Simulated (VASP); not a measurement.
Ba, 1 atom in the cell. It takes space group Cmmm (No. 65, orthorhombic). Conventional cell: a = 3.910 Å, b = 7.300 Å, c = 5.985 Å, α = 90.00°, β = 90.00°, γ = 90.00°. Within 5.1 Å of Ba (site symmetry mmm) lie 6 Ba at 3.91 to 4.14 Å.  This cell differs from its parent crystal: strain +0.000 along x and y, +0.050 along z.

| Item | Value |
| --- | --- |
| Program | VASP 6.6.1 |
| Task | single point |
| Functional | LDA |
| Potentials or basis | VASP PAW LDA potentials, release 64 (Ba_sv) |
| Cutoff | 520 eV |
| k mesh | 14 × 14 × 8 |
| Occupations | gaussian, width 0.15 eV |
| Spin | no spin polarisation |
| Dipole correction | no |
| Further INCAR settings | ALGO = Fast; EDIFF = 1e-06; NBANDS = 11 |

Potentials or basis: VASP PAW LDA potentials, release 64 (Ba_sv).

Command:

```console
$ cat potpaw_LDA.64/Ba_sv/POTCAR > POTCAR
$ mpirun -np 1 vasp_std > vasp.out
```

Hardware: 1 thread of Intel(R) Xeon(R) 6975P-C (Granite Rapids), on a shared host.

Q: How long does it take, and how much memory?

A: Wall time 98 s on 1 thread of Intel(R) Xeon(R) 6975P-C (Granite Rapids), with other jobs on the host, peak memory 0.38 GiB. Counts: scf iterations 13, k points 285.
